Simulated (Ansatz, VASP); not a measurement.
**Two plane-wave programs on Al**

```xyz
3
Lattice="4.3931 0.0000 0.0000 -2.1966 3.8046 0.0000 0.0000 0.0000 2.7246" Properties=species:S:1:pos:R:3 pbc="T T T"
Al    2.1966    3.8046    0.0000
Al    0.0000    2.5364    1.3623
Al    2.1966    1.2682    1.3623
```

Alike in both runs: task single point; functional r2SCAN; k mesh 9 × 9 × 13; occupations fermi-dirac, width 0.1 eV; no spin polarisation.

|  | VASP | Ansatz |
| --- | --- | --- |
| version | VASP 6.6.1 | Ansatz 0.2.0 |
| potentials or method | VASP PAW PBE potentials, release 64 (Al), cutoff 520 eV | plane waves (500 eV) with PAW, scalar-relativistic |
| valence electrons in the cell | 9 | 9 |

|  | VASP | Ansatz | Ansatz less VASP |
| --- | --- | --- | --- |
| pressure (GPa) | 7.6 | 8.0 | +0.36 |
| traceless stress, the component that is largest in VASP (GPa) | -2.73 | -2.75 | -0.018 |

VASP's potentials were made for PBE, not for r2SCAN.
